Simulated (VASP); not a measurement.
Runs of VASP 6.6.1 on HfC. The structure is that of space group Fm-3m (No. 225), or close to it. The cells are those of the table. 

```csv
cell,gap on the mesh (eV),pressure (GPa)
"a = 3.222 Å, angles 60.0°, 2 atoms",none,15.9
"a = 3.152 Å, angles 60.0°, 2 atoms",none,38.4
"a = 3.289 Å, angles 60.0°, 2 atoms",none,-0.7
"a = 3.187 Å, angles 60.0°, 2 atoms",none,(a)
"a = 3.256 Å, angles 60.0°, 2 atoms",none,(b)
```

Alike in all rows: task single point; level PBE; potentials or basis VASP PAW PBE potentials, release 64 (Hf_pv, C); no spin polarisation; k mesh 16 × 16 × 16; cutoff (eV) 520; smearing gaussian 0.1 eV.

Fill in the values left out.

(a) 26.3; (b) 7.0.

Caveats: spin-orbit coupling is left out, which moves the levels of the heavy elements.

A k mesh can miss the band edges, and the runs leave out spin-orbit coupling on Hf.

A gap of «none» marks levels without a gap at the run's occupations.
